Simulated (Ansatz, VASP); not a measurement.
**One calculation of Ti, two programs**

```
Ti
1.0
     2.93995    0.00000    0.00000
    -1.46997    2.54607    0.00000
     0.00000    0.00000   27.61970
Ti
6
Cartesian
  2.2050 0.4243 8.1128
  -0.7350 2.1217 10.2730
  2.2050 0.4243 12.6657
  -0.7350 2.1217 14.9540
  2.2050 0.4243 17.3467
  -0.7350 2.1217 19.5069
```

Alike in both runs: functional PBE; k mesh 13 × 13 × 1; occupations fermi-dirac, width 0.05 eV; no spin polarisation.

Ansatz relaxed the structure, and its values are those at the end. VASP's run is a single point on that final structure, the one shown.

|  | VASP | Ansatz |
| --- | --- | --- |
| version | VASP 6.6.1 | Ansatz 0.2.0 |
| potentials or method | VASP PAW PBE potentials, release 64 (Ti_sv), cutoff 520 eV | all-electron LAPW, scalar-relativistic |

```tsv
	VASP	Ansatz	Ansatz less VASP
rms of the force components (eV/Å)	0.005	0.001	-0.0043
```

Ansatz ran all-electron here, and VASP with PAW potentials.
